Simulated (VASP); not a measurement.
Set up this calculation in VASP 6.6.1, as the native input.

| Quantity | Value |
| --- | --- |
| Task | single point |
| Functional | PBE |
| Potentials or basis | VASP PAW PBE potentials, release 64 (B, N) |
| Cutoff | 520 eV |
| k mesh | 10 × 10 × 2 |
| Occupations | gaussian, width 0.05 eV |
| Spin | no spin polarisation |
| Dipole correction | no |
| Further INCAR settings | ALGO = Normal; EDIFF = 1e-06; NBANDS = 36 |

The structure of BN lies in POSCAR:

```
BN
1.0
   -2.5539396017      0.0000000000      0.0000000000
    1.2769698009     -2.2117765748      0.0000000000
   -0.7661818805      0.0000000000     12.6805650000
B N
6 6
Direct
    0.2646209333      0.6666666667      0.2290413333
    0.1646209333      0.6666666667      0.5623746667
    0.0646209333      0.6666666667      0.8957080000
    0.6479542667      0.3333333333      0.0623746667
    0.5479542667      0.3333333333      0.3957080000
    0.4479542667      0.3333333333      0.7290413333
    0.3020657333      0.6666666667      0.1042253333
    0.2020657333      0.6666666667      0.4375586667
    0.1020657333      0.6666666667      0.7708920000
    0.3853990667      0.3333333333      0.9375586667
    0.5853990667      0.3333333333      0.2708920000
    0.4853990667      0.3333333333      0.6042253333
```

One way to write it, as run:

INCAR

```
  PREC = Accurate
  ENCUT = 520
  EDIFF = 1E-6
  ISMEAR = 0
  SIGMA = 0.05
  LREAL = False
  LASPH = True
  NELM = 80
  ALGO = Normal
  ISIF = 2
  LWAVE = False
  LCHARG = False
  GGA = PE
  NBANDS = 36
```

KPOINTS

```
Automatic mesh
0
Gamma
  10 10 2
```

Potentials or basis: VASP PAW PBE potentials, release 64 (B, N).

Command:

```bash
$ cat potpaw_PBE.64/B/POTCAR potpaw_PBE.64/N/POTCAR > POTCAR
$ mpirun -np 1 vasp_std > vasp.out
```

It gave:

```
Pressure               : 0.4 GPa
Largest force          : 3.335 eV/Å
Band gap on the k mesh : 3.84 eV, indirect (least direct gap 5.56 eV)
```

Caveat: forces of over 1 eV/Å act on the atoms, so gaps and moduli don't describe the material at rest.

Run time: 3.8 min on 1 thread of Intel(R) Xeon(R) Platinum 8375C CPU @ 2.90GHz (Ice Lake) (shared host), peak memory 0.31 GiB.
